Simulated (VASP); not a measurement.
Runs of VASP 6.6.1 on GaN. The structure is that of space group Fm-3m (No. 225), or close to it. The cells are those of the table. 

```tsv
task	level	cell	gap on the mesh (eV)	pressure (GPa)
relaxation of the atoms	PBE	atoms relaxed from a = 2.860, b = 2.860, c = 2.818 Å, angles 60.5, 60.5, 59.0°, 2 atoms	1.51	56.9
relaxation of the atoms	PBE	atoms relaxed from a = 2.818 Å, angles 60.0°, 2 atoms	1.91	70.3
single point	PBE	a = 2.860, b = 2.860, c = 2.818 Å, angles 60.5, 60.5, 59.0°, 2 atoms	1.51	57.0
electric field gradients	PBEsol	a = 2.818 Å, angles 60.0°, 2 atoms	1.82	(a)
```

Alike in all rows: potentials or basis VASP PAW PBE potentials, release 64 (Ga_d, N); no spin polarisation; k mesh 13 × 13 × 13; cutoff (eV) 520; smearing fermi-dirac 0.02 eV.

Task: Fill in the values left out.

Result: (a) 59.5.

Caveats: an odd mesh through Γ misses points on the zone boundary, where band edges can lie; the relaxation stopped at its first step, so nothing moved (at least some runs); the cell stands under pressure (at least some runs); the PAW data sets were made with another functional, which shifts forces and pressure a little (at least some runs).

A k mesh can miss the band edges, and the runs leave out spin-orbit coupling on Ga.
